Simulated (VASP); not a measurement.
Here is a VASP 6.6.1 calculation.

The input POSCAR:

```
TiB
1.0
    0.0000000000      1.9959500000      2.0484750000
    1.9959500000      0.0000000000      2.0484750000
    1.9959500000      1.9959500000      0.0000000000
Ti B
1 1
Direct
    0.7500000000      0.7500000000      0.7500000000
    0.0000000000      0.0000000000      0.0000000000
```

File INCAR.step1:

```
PREC = Accurate
ENCUT = 520
ISMEAR = 0
SIGMA = 0.15
LREAL = F
LASPH = T
NELM = 80
NBANDS = 14
GGA = PE
ALGO = Normal
EDIFF = 1E-4
LWAVE = T
LCHARG = F
```

Contents of INCAR.step2:

```
PREC = Accurate
ENCUT = 520
EDIFF = 1E-6
ISMEAR = 0
SIGMA = 0.15
LREAL = F
LASPH = T
NELM = 80
ALGO = Normal
ISIF = 2
LWAVE = F
LCHARG = F
METAGGA = R2SCAN
LMIXTAU = T
NBANDS = 14
ISTART = 1
```

The input KPOINTS:

```
regular mesh
0
Gamma
  20 20 20
```

Potentials or basis: VASP PAW PBE potentials, release 64 (Ti_sv, B).

Command:

```bash
$ cat potpaw_PBE.64/Ti_sv/POTCAR potpaw_PBE.64/B/POTCAR > POTCAR
$ cp INCAR.step1 INCAR
$ mpirun -np 1 vasp_std > vasp.out
$ cp INCAR.step2 INCAR
$ mpirun -np 1 vasp_std > vasp.out
```

Problem. What does it give for the pressure?

Solution. 188.6 GPa.

Problem. Predict the band gap on the k mesh.

Solution. Zero (an odd number of electrons rules out a gap without spin polarisation).

Stress tensor (GPa, compression positive):
```
185.91   0.00   0.00
  0.00 185.91   0.00
  0.00   0.00 194.10
```

Caveat: the cell differs from its parent crystal (strain -0.050 along x and y, -0.025 along z); the stress differs along the axes, from 186 to 194 GPa; the PAW data sets were made with another functional, which shifts forces and pressure a little.
